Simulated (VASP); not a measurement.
Here is a VASP 6.6.1 calculation.

INCAR

```
SYSTEM = GaAs
PREC = Accurate
ENCUT = 500
EDIFF = 1E-6
ISMEAR = -1
SIGMA = 0.02
LREAL = .FALSE.
LASPH = .TRUE.
NELM = 120
ALGO = Normal
ISIF = 2
LWAVE = .FALSE.
LCHARG = .TRUE.
GGA = PS
LELF = .TRUE.
LVHAR = .TRUE.
NBANDS = 16
GGA_COMPAT = .FALSE.
```

Contents of KPOINTS:

```
Automatic mesh
0
G
  8 8 8
  0 0 0
```

Contents of POSCAR:

```
GaAs
1.0
    0.0000000000      2.8455714065      2.8455714065
    2.8455714065      0.0000000000      2.8455714065
    2.8455714065      2.8455714065      0.0000000000
Ga As
1 1
Direct
    0.0000000000      0.0000000000      0.0000000000
    0.2500000000      0.2500000000      0.2500000000
```

Potentials or basis: VASP PAW PBE potentials, release 64 (Ga_d, As).

The run is started by

```bash
$ cat potpaw_PBE.64/Ga_d/POTCAR potpaw_PBE.64/As/POTCAR > POTCAR
$ mpirun -np 1 vasp_std > vasp.out
```

(1) What does it give for the pressure?

(2) Predict the band gap on the k mesh.

## Answers

(1) -1.0 GPa.

(2) 0.31 eV.

Caveat: the PAW data sets were made with another functional, which shifts forces and pressure a little.
